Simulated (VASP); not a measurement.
# AlN (Fm-3m) in VASP: notebook, part 2 of 3

VASP 6.6.1.

### 4 Single point, PBE

The input, INCAR:

```
  PREC = Accurate
  ENCUT = 600
  EDIFF = 1E-6
  ISMEAR = 0
  SIGMA = 0.023
  LREAL = F
  LASPH = T
  NELM = 120
  ALGO = Normal
  ISIF = 2
  LWAVE = F
  LCHARG = T
  GGA = PE
  LELF = T
  LVHAR = T
  NBANDS = 11
  GGA_COMPAT = F
```

The input, KPOINTS:

```
Automatic mesh
0
Gamma
  11 11 11
```

The input, POSCAR:

```
AlN
1.0
    0.0000000000      2.0345180000      2.0345180000
    2.0345180000      0.0000000000      2.0345180000
    2.0345180000      2.0345180000      0.0000000000
Al N
1 1
Direct
    0.5000000000      0.5000000000      0.5000000000
    0.0000000000      0.0000000000      0.0000000000
```

Potentials or basis: VASP PAW PBE potentials, release 64 (Al, N).

Started as:

```console
> cat potpaw_PBE.64/Al/POTCAR potpaw_PBE.64/N/POTCAR > POTCAR
> mpirun -np 1 vasp_std > vasp.out
```

OUTCAR:

```text
PREC = Accurate
   ENCUT = 600
   EDIFF = 1E-6
   ISMEAR = 0
   LREAL = F
   LASPH = T
   NELM = 120
   ISIF = 2
   GGA = PE

 ion  position               nearest neighbor table
   1  0.500  0.500  0.500-   2 2.03   2 2.03   2 2.03   2 2.03   2 2.03   2 2.03
   2  0.000  0.000  0.000-   1 2.03   1 2.03   1 2.03   1 2.03   1 2.03   1 2.03

  LATTYP: Found a face centered cubic cell.
 ALAT       =     4.0690360000

  Lattice vectors:

 A1 = (   0.0000000000,   2.0345180000,   2.0345180000)
 A2 = (   2.0345180000,   0.0000000000,   2.0345180000)
 A3 = (   2.0345180000,   2.0345180000,   0.0000000000)

Analysis of symmetry for initial positions (statically):
=====================================================================
 Subroutine PRICEL returns:
 Original cell was already a primitive cell.

 Routine SETGRP: Setting up the symmetry group for a
 face centered cubic supercell.

 Subroutine GETGRP returns: Found 48 space group operations
 (whereof 48 operations were pure point group operations)
 out of a pool of 48 trial point group operations.

The static configuration has the point symmetry O_h .

Analysis of symmetry for dynamics (positions and initial velocities):
=====================================================================
 Subroutine PRICEL returns:
 Original cell was already a primitive cell.

 Routine SETGRP: Setting up the symmetry group for a
 face centered cubic supercell.

 Subroutine GETGRP returns: Found 48 space group operations
 (whereof 48 operations were pure point group operations)
 out of a pool of 48 trial point group operations.

The dynamic configuration has the point symmetry O_h .

 Subroutine INISYM returns: Found 48 space group operations
 (whereof 48 operations are pure point group operations),
 and found     1 'primitive' translations

----------------------------------------------------------------------------------------

                                     Primitive cell

  volume of cell :      16.8428

  direct lattice vectors                    reciprocal lattice vectors
     0.000000000  2.034518000  2.034518000    -0.245758455  0.245758455  0.245758455
     2.034518000  0.000000000  2.034518000     0.245758455 -0.245758455  0.245758455
     2.034518000  2.034518000  0.000000000     0.245758455  0.245758455 -0.245758455

  length of vectors
     2.877242948  2.877242948  2.877242948     0.425666130  0.425666130  0.425666130

  position of ions in fractional coordinates (direct lattice)
     0.500000000  0.500000000  0.500000000
     0.000000000  0.000000000  0.000000000

  ion indices of the primitive-cell ions
   primitive index   ion index
                 1           1
                 2           2

----------------------------------------------------------------------------------------

 KPOINTS: Automatic mesh

Automatic generation of k-mesh.
 Grid dimensions read from file:
 generate k-points for:   11   11   11

 Generating k-lattice:

  Cartesian coordinates                     Fractional coordinates (reciprocal lattice)
    -0.022341678  0.022341678  0.022341678     0.090909091  0.000000000  0.000000000
     0.022341678 -0.022341678  0.022341678     0.000000000  0.090909091  0.000000000
     0.022341678  0.022341678 -0.022341678     0.000000000  0.000000000  0.090909091

  Length of vectors
     0.038696921  0.038696921  0.038696921

  Shift w.r.t. Gamma in fractional coordinates (k-lattice)
     0.000000000  0.000000000  0.000000000

 Subroutine IBZKPT returns following result:
 ===========================================

 Found     56 irreducible k-points:

 Following reciprocal coordinates:
            Coordinates               Weight
  0.000000  0.000000  0.000000      1.000000
  0.090909  0.000000  0.000000      8.000000
  0.181818  0.000000  0.000000      8.000000
  0.272727  0.000000  0.000000      8.000000
  0.363636  0.000000  0.000000      8.000000
  0.454545  0.000000  0.000000      8.000000
[... 16 lines left out ...]
 -0.272727  0.181818  0.000000     24.000000
 -0.181818  0.181818  0.000000     12.000000
 [... further k-points ...]
   k-points           NKPTS =     56   k-points in BZ     NKDIM =     56   number of bands    NBANDS=     11
   number of dos      NEDOS =    301   number of ions     NIONS =      2
   total plane-waves  NPLWV =  13824
   dimension x,y,z NGX =    24 NGY =   24 NGZ =   24
   dimension x,y,z NGXF=    48 NGYF=   48 NGZF=   48
   ions per type =               1   1
   NGX,Y,Z   is equivalent  to a cutoff of  13.87, 13.87, 13.87 a.u.
   NGXF,Y,Z  is equivalent  to a cutoff of  27.73, 27.73, 27.73 a.u.
 SYSTEM =  unknown system
   PREC   = accura    normal or accurate (medium, high low for compatibility)
   ISTART =      0    job   : 0-new  1-cont  2-samecut
   ICHARG =      2    charge: 1-file 2-atom 10-const
   ISPIN  =      1    spin polarized calculation?
   LNONCOLLINEAR =      F non collinear calculations
   LSORBIT =      F    spin-orbit coupling
   LASPH  =      T    aspherical Exc in radial PAW
   ENCUT  =  600.0 eV  44.10 Ry    6.64 a.u.   5.75  5.75  5.75*2*pi/ulx,y,z
   NELM   =    120;   NELMIN=  2; NELMDL= -5     # of ELM steps
   EDIFF  = 0.1E-05   stopping-criterion for ELM
   LREAL  =      F    real-space projection
   EDIFFG = 0.1E-04   stopping-criterion for IOM
   NSW    =      0    number of steps for IOM
   IBRION =     -1    ionic relax: 0-MD 1-quasi-New 2-CG
   NFREE  =      0    steps in history (QN), initial steepest desc. (CG)
   ISIF   =      2    stress and relaxation
   ISYM   =      2    0-nonsym 1-usesym 2-fastsym
   POTIM  = 0.5000    time-step for ionic-motion
   TEBEG  =    0.0;   TEEND  =   0.0 temperature during run
   PSTRESS=    0.0 pullay stress
   NELECT =       8.0000    total number of electrons
   NUPDOWN=      -1.0000    fix difference up-down
   EMIN   =  10.00;   EMAX   =-10.00  energy-range for DOS
   EFERMI =   0.00;   METHOD = LEGACY
   ISMEAR =     0;   SIGMA  =   0.02  broadening in eV -4-tet -1-fermi 0-gaus
   EFERMI_NEDOS =   21; number of points for ismear=-14 and -15
   IALGO  =     38    algorithm
   IMIX   =      4    mixing-type and parameters
     AMIX     =   0.40;   BMIX     =  1.00
     AMIX_MAG =   1.60;   BMIX_MAG =  1.00
  volume/ion in A,a.u.               =       8.42        56.83
  Fermi-wavevector in a.u.,A,eV,Ry     =   1.277321  2.413786 22.198561  1.631548
  Thomas-Fermi vector in A             =   2.409927
   LORBIT       =      0    0 simple, 1 ext, 2 COOP (PROOUT), +10 PAW based schemes
   GGA     = PE    functional components
   LHFCALC =     F    Hartree Fock is set to
   AEXX    =    0.0000 exact exchange contribution
   IVDW    =     0    specifies the selected vdW correction
   LEPSILON=     F    determine dielectric tensor
   LRPA    =     F    only Hartree local field effects (RPA)
 non-spin polarized calculation
 Gauss-broadening in eV      SIGMA  =   0.02
  energy-cutoff  :      600.00
  volume of cell :       16.84
 maximum number of plane-waves:       572
   NGX = 11   NGY = 11   NGZ = 11

 number of electron       7.9999999 magnetization

 Free energy of the ion-electron system (eV)
  ---------------------------------------------------
  ext. energy  EPLUGINS =         0.00000000
  ---------------------------------------------------
  free energy    TOTEN  =       -14.54767962 eV

  energy without entropy =      -14.54767962  energy(sigma->0) =      -14.54767962

 E-fermi :   9.9164     XC(G=0): -12.1965

 val. band max:        9.7180361048   @ k =   0.0000   0.0000   0.0000
 cond. band min:      14.2712513935   @ k =   0.4545   0.4545   0.0000
 fundamental gap:      4.5532152887
 Fermi energy:         9.9163975722

 k-point     1 :       0.0000    0.0000    0.0000
  band No.  band energies     occupation
      1      -7.6635      2.00000
      2       9.7180      2.00000
      3       9.7180      2.00000
      4       9.7180      2.00000
      5      15.1246      0.00000
      6      21.8233      0.00000
      7      21.8233      0.00000
      8      21.8233      0.00000
      9      26.9127      0.00000
     10      27.3672      0.00000
     11      27.3672      0.00000
[... 309 lines left out ...]
 k-point    24 :      -0.1818    0.1818    0.0000
  band No.  band energies     occupation
      1      -6.0012      2.00000
      2       5.2639      2.00000
      3       7.2706      2.00000
      4       9.1942      2.00000
      5      17.9722      0.00000
      6      19.5542      0.00000
      7      20.7382      0.00000
      8      22.2128      0.00000
      9      24.1662      0.00000
     10      28.1862      0.00000
     11      29.6158      0.00000

 [... further k-points ...]
[... 5 lines left out ...]
  --------------------------------------------------------------------------------------
  -------------------------------------------------------------------------------------
  Total       -0.0155705     -0.0155705     -0.0155705      0.0000000      0.0000000     -0.0000000
  in kB       -1.4811459     -1.4811459     -1.4811459      0.0000000      0.0000000     -0.0000000
  external PRESSURE =      -1.4811459 kB  Pullay stress =       0.0000000 kB

 VOLUME and BASIS-vectors are now :
 -----------------------------------------------------------------------------
  energy-cutoff  :      600.00
  volume of cell :       16.84
      direct lattice vectors                 reciprocal lattice vectors
     0.000000000  2.034518000  2.034518000    -0.245758455  0.245758455  0.245758455
     2.034518000  0.000000000  2.034518000     0.245758455 -0.245758455  0.245758455
     2.034518000  2.034518000  0.000000000     0.245758455  0.245758455 -0.245758455

 POSITION                                       TOTAL-FORCE (eV/Angst)
 -----------------------------------------------------------------------------------
      2.03452      2.03452      2.03452         0.000000      0.000000     -0.000000
      0.00000      0.00000      0.00000        -0.000000      0.000000      0.000000
 -----------------------------------------------------------------------------------
    total drift:                                0.000000     -0.000000     -0.000000

  FREE ENERGIE OF THE ION-ELECTRON SYSTEM (eV)
  ---------------------------------------------------
  free  energy   TOTEN  =       -14.5476796227 eV

  energy  without entropy=      -14.5476796227  energy(sigma->0) =      -14.54767962
```

OSZICAR:

```text
N       E                     dE             d eps       ncg     rms          rms(c)
DAV:   1     0.967266732893E+01    0.96727E+01   -0.42854E+03  1232   0.749E+02
DAV:   2    -0.154878316233E+02   -0.25160E+02   -0.24137E+02  1507   0.143E+02
DAV:   3    -0.162732212533E+02   -0.78539E+00   -0.78381E+00  1526   0.220E+01
DAV:   4    -0.162761309021E+02   -0.29096E-02   -0.29095E-02  1373   0.140E+00
DAV:   5    -0.162761531921E+02   -0.22290E-04   -0.22290E-04  1471   0.131E-01    0.751E+00
DAV:   6    -0.145656331500E+02    0.17105E+01   -0.75946E+00  1429   0.152E+01    0.263E+00
DAV:   7    -0.145535598637E+02    0.12073E-01   -0.17567E-01  1349   0.309E+00    0.174E+00
DAV:   8    -0.145479822025E+02    0.55777E-02   -0.16497E-02  1331   0.121E+00    0.326E-01
DAV:   9    -0.145476231965E+02    0.35901E-03   -0.15509E-03  1458   0.246E-01    0.148E-01
DAV:  10    -0.145476866098E+02   -0.63413E-04   -0.15314E-04  1363   0.900E-02    0.422E-02
DAV:  11    -0.145476799726E+02    0.66372E-05   -0.21692E-05  1445   0.271E-02    0.823E-03
DAV:  12    -0.145476796227E+02    0.34986E-06   -0.79878E-07   733   0.769E-03
   1 F= -.14547680E+02 E0= -.14547680E+02  d E =-.145526E-36
```

stdout:

```text
POSCAR found type information on POSCAR AlN
 POSCAR found :  2 types and       2 ions
 scaLAPACK will be used
 LDA part: xc-table for (Slater+PW92), standard interpolation
 POSCAR, INCAR and KPOINTS ok, starting setup
 FFT: planning ... GRIDC
 FFT: planning ... GRID_SOFT
 FFT: planning ... GRID
 WAVECAR not read
 entering main loop
```

It took 8.1 s on 1 thread of Intel Xeon Platinum 8488C (Sapphire Rapids), shared host; peak memory 0.14 GiB.

What came out:

| Item | Value |
| --- | --- |
| Free energy | -14.5477 eV |
| Pressure | -0.1 GPa |
| Band gap on the k mesh | 4.55 eV, indirect (least direct gap 5.41 eV) |

Levels at points of the mesh, in eV from the valence-band top:
```
           k point  band 1  band 2  band 3  band 4  band 5  band 6  band 7  band 8
(0.00, 0.00, 0.00)  -17.38    0.00    0.00    0.00    5.41   12.11   12.11   12.11
```

A k mesh can miss the band edges. PBE gaps usually lie below the measured ones, often by a third to a half.

[end of part 2 of 3]
